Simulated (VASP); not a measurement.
# Bi (Im-3m) in VASP: further runs

Runs on Bi. Level: PBE. Tasks: single point, relaxation of cell and atoms.

Program: VASP 6.6.1. These are calculated values, not measurements. Logs are shortened: lines on timing, memory, paths and dates and some standing lists are left out, and cuts for length are marked.

### 1 The cell of the first run

It takes space group Im-3m (No. 229, cubic). The conventional cell has a = 3.801 Å, b = 3.801 Å, c = 3.801 Å, α = 90.00°, β = 90.00°, γ = 90.00°. Within 4.3 Å of Bi (site symmetry m-3m) lie 14 Bi at 3.29 to 3.80 Å.

### 2 Single point, PBE

Input file INCAR:

```
ALGO     = Normal         # electronic algorithm
EDIFF    = 1E-6           # SCF threshold, eV
ENCUT    = 520            # plane-wave cutoff, eV
GGA      = PE             # functional
ISIF     = 2              # what is computed and relaxed
ISMEAR   = -1             # smearing method
LASPH    = T              # aspherical terms in the spheres
LCHARG   = F              # write CHGCAR
LREAL    = F              # projectors in reciprocal space
LWAVE    = F              # write WAVECAR
NBANDS   = 14             # bands
NELM     = 60             # most SCF steps
PREC     = Accurate       # precision mode
SIGMA    = 0.1            # smearing width, eV
```

Input file KPOINTS:

```
k-points
0
Gamma
  16 16 16
```

Input file POSCAR:

```
Bi
1.0
   -1.9005707680      1.9005707680      1.9005707680
    1.9005707680     -1.9005707680      1.9005707680
    1.9005707680      1.9005707680     -1.9005707680
Bi
1
Direct
    0.0000000000      0.0000000000      0.0000000000
```

Potentials or basis: VASP PAW PBE potentials, release 64 (Bi_d).

The run is started by

```console
$ cat potpaw_PBE.64/Bi_d/POTCAR > POTCAR
$ mpirun -np 1 vasp_std > vasp.out
```

OUTCAR:

```text
EDIFF = 1E-6
   ENCUT = 520
   GGA = PE
   ISIF = 2
   ISMEAR = -1
   LASPH = T
   LREAL = F
   NELM = 60
   PREC = Accurate

 ion  position               nearest neighbor table
   1  0.000  0.000  0.000-

  LATTYP: Found a body centered cubic cell.
 ALAT       =     3.8011415360

  Lattice vectors:

 A1 = (  -1.9005707680,   1.9005707680,   1.9005707680)
 A2 = (   1.9005707680,  -1.9005707680,   1.9005707680)
 A3 = (   1.9005707680,   1.9005707680,  -1.9005707680)

Analysis of symmetry for initial positions (statically):
=====================================================================
 Subroutine PRICEL returns:
 Original cell was already a primitive cell.

 Routine SETGRP: Setting up the symmetry group for a
 body centered cubic supercell.

 Subroutine GETGRP returns: Found 48 space group operations
 (whereof 48 operations were pure point group operations)
 out of a pool of 48 trial point group operations.

The static configuration has the point symmetry O_h .

Analysis of symmetry for dynamics (positions and initial velocities):
=====================================================================
 Subroutine PRICEL returns:
 Original cell was already a primitive cell.

 Routine SETGRP: Setting up the symmetry group for a
 body centered cubic supercell.

 Subroutine GETGRP returns: Found 48 space group operations
 (whereof 48 operations were pure point group operations)
 out of a pool of 48 trial point group operations.

The dynamic configuration has the point symmetry O_h .

 Subroutine INISYM returns: Found 48 space group operations
 (whereof 48 operations are pure point group operations),
 and found     1 'primitive' translations

----------------------------------------------------------------------------------------

                                     Primitive cell

  volume of cell :      27.4607

  direct lattice vectors                    reciprocal lattice vectors
    -1.900570768  1.900570768  1.900570768     0.000000000  0.263078865  0.263078865
     1.900570768 -1.900570768  1.900570768     0.263078865  0.000000000  0.263078865
     1.900570768  1.900570768 -1.900570768     0.263078865  0.263078865  0.000000000

  length of vectors
     3.291885134  3.291885134  3.291885134     0.372049698  0.372049698  0.372049698

  position of ions in fractional coordinates (direct lattice)
[... 76 lines left out ...]
   NELM   =     60;   NELMIN=  2; NELMDL= -5     # of ELM steps
   EDIFF  = 0.1E-05   stopping-criterion for ELM
   LREAL  =      F    real-space projection
   EDIFFG = 0.1E-04   stopping-criterion for IOM
   NSW    =      0    number of steps for IOM
   IBRION =     -1    ionic relax: 0-MD 1-quasi-New 2-CG
   NFREE  =      0    steps in history (QN), initial steepest desc. (CG)
   ISIF   =      2    stress and relaxation
   ISYM   =      2    0-nonsym 1-usesym 2-fastsym
   POTIM  = 0.5000    time-step for ionic-motion
   TEBEG  =    0.0;   TEEND  =   0.0 temperature during run
   PSTRESS=    0.0 pullay stress
   NELECT =      15.0000    total number of electrons
   NUPDOWN=      -1.0000    fix difference up-down
   EMIN   =  10.00;   EMAX   =-10.00  energy-range for DOS
   EFERMI =   0.00;   METHOD = LEGACY
   ISMEAR =    -1;   SIGMA  =   0.10  broadening in eV -4-tet -1-fermi 0-gaus
   EFERMI_NEDOS =   21; number of points for ismear=-14 and -15
   IALGO  =     38    algorithm
   IMIX   =      4    mixing-type and parameters
     AMIX     =   0.40;   BMIX     =  1.00
     AMIX_MAG =   1.60;   BMIX_MAG =  1.00
  volume/ion in A,a.u.               =      27.46       185.31
  Fermi-wavevector in a.u.,A,eV,Ry     =   1.338242  2.528910 24.366547  1.790891
  Thomas-Fermi vector in A             =   2.466727
   LORBIT       =      0    0 simple, 1 ext, 2 COOP (PROOUT), +10 PAW based schemes
   GGA     = PE    functional components
   LHFCALC =     F    Hartree Fock is set to
   AEXX    =    0.0000 exact exchange contribution
   IVDW    =     0    specifies the selected vdW correction
   LEPSILON=     F    determine dielectric tensor
   LRPA    =     F    only Hartree local field effects (RPA)
 non-spin polarized calculation
  energy-cutoff  :      520.00
  volume of cell :       27.46
 maximum number of plane-waves:       751
   NGX = 13   NGY = 13   NGZ = 13

 number of electron      15.0000007 magnetization

 Free energy of the ion-electron system (eV)
  ---------------------------------------------------
  ext. energy  EPLUGINS =         0.00000000
  ---------------------------------------------------
  free energy    TOTEN  =        -3.65148875 eV

  energy without entropy =       -3.63266149  energy(sigma->0) =       -3.64207512

 E-fermi :   9.5692     XC(G=0): -10.9044

 val. band max:        9.5546173121   @ k =  -0.2500   0.3750   0.1250
 cond. band min:       9.6230812529   @ k =   0.3125   0.1875   0.1250
 fundamental gap:      0.0684639409
 Fermi energy:         9.5691798369

 k-point     1 :       0.0000    0.0000    0.0000
  band No.  band energies     occupation
      1     -13.5889      2.00000
      2     -13.5889      2.00000
      3     -13.5889      2.00000
      4     -13.3957      2.00000
      5     -13.3957      2.00000
      6      -4.8893      2.00000
      7      15.6663      0.00000
      8      15.6663      0.00000
      9      15.6663      0.00000
     10      20.0512      0.00000
     11      20.0512      0.00000
     12      20.0512      0.00000
     13      20.4519      0.00000
     14      22.1069      0.00000
[... 377 lines left out ...]
      1     -13.6116      2.00000
      2     -13.5342      2.00000
      3     -13.4261      2.00000
      4     -13.4153      2.00000
      5     -13.3461      2.00000
      6      -2.0341      2.00000
      7       6.3382      2.00000
      8       9.3637      1.77283
      9      12.8226      0.00000
     10      18.1288      0.00000
     11      19.4518      0.00000
     12      21.8981      0.00000
     13      24.2892      0.00000
     14      24.3990      0.00000

 [... further k-points ...]
[... 5 lines left out ...]
  --------------------------------------------------------------------------------------
  -------------------------------------------------------------------------------------
  Total        1.7212341      1.7212341      1.7212341     -0.0000000     -0.0000000     -0.0000000
  in kB      100.4242025    100.4242025    100.4242025     -0.0000000     -0.0000000     -0.0000000
  external PRESSURE =     100.4242025 kB  Pullay stress =       0.0000000 kB

 VOLUME and BASIS-vectors are now :
 -----------------------------------------------------------------------------
  energy-cutoff  :      520.00
  volume of cell :       27.46
      direct lattice vectors                 reciprocal lattice vectors
    -1.900570768  1.900570768  1.900570768     0.000000000  0.263078865  0.263078865
     1.900570768 -1.900570768  1.900570768     0.263078865  0.000000000  0.263078865
     1.900570768  1.900570768 -1.900570768     0.263078865  0.263078865  0.000000000

 POSITION                                       TOTAL-FORCE (eV/Angst)
 -----------------------------------------------------------------------------------
      0.00000      0.00000      0.00000         0.000000      0.000000     -0.000000
 -----------------------------------------------------------------------------------
    total drift:                               -0.000000      0.000000      0.000000

  FREE ENERGIE OF THE ION-ELECTRON SYSTEM (eV)
  ---------------------------------------------------
  free  energy   TOTEN  =        -3.6514887548 eV

  energy  without entropy=       -3.6326614947  energy(sigma->0) =       -3.64207512
```

OSZICAR:

```text
N       E                     dE             d eps       ncg     rms          rms(c)
DAV:   1     0.113114264489E+03    0.11311E+03   -0.77287E+03  4128   0.129E+03
DAV:   2     0.265174637271E+01   -0.11046E+03   -0.10703E+03  4438   0.343E+02
DAV:   3    -0.351531042811E+01   -0.61671E+01   -0.61412E+01  5118   0.777E+01
DAV:   4    -0.365138194152E+01   -0.13607E+00   -0.13603E+00  5142   0.121E+01
DAV:   5    -0.365711935839E+01   -0.57374E-02   -0.57372E-02  5708   0.230E+00    0.493E-01
DAV:   6    -0.365273918153E+01    0.43802E-02   -0.66325E-03  5488   0.117E+00    0.280E-01
DAV:   7    -0.365147339149E+01    0.12658E-02   -0.38919E-03  5464   0.935E-01    0.754E-02
DAV:   8    -0.365149467243E+01   -0.21281E-04   -0.42762E-04  5312   0.289E-01    0.742E-03
DAV:   9    -0.365149104809E+01    0.36243E-05   -0.88571E-06  5800   0.407E-02    0.407E-03
DAV:  10    -0.365148875360E+01    0.22945E-05   -0.93765E-07  3878   0.126E-02    0.629E-04
DAV:  11    -0.365148875484E+01   -0.12378E-08   -0.19865E-07  3278   0.732E-03
   1 F= -.36514888E+01 E0= -.36420751E+01  d E =-.188273E-01
```

Run time: 27 s. Hardware: 1 thread of Intel Xeon Platinum 8259CL at 2.50GHz (Skylake/Cascade Lake), shared host; peak memory 0.17 GiB.

What came out:

```
Free energy : -3.6515 eV
Pressure    : 10.0 GPa
```

Levels at points of the mesh, in eV from the Fermi level:
```
           k point  band 5  band 6  band 7  band 8  band 9  band 10  band 11  band 12
(0.00, 0.00, 0.00)  -22.96  -14.46    6.10    6.10    6.10    10.48    10.48    10.48
(0.50, 0.00, 0.00)  -22.84  -10.64   -5.84    1.83    3.80     6.47     7.92    13.18
(0.50, 0.50, 0.50)  -22.87   -7.92   -2.09   -2.09   -2.09     3.42     3.42    15.69
```

Caveat: spin-orbit coupling is left out, which moves the levels of the heavy elements.

(Part 1 of 2 ends here.)
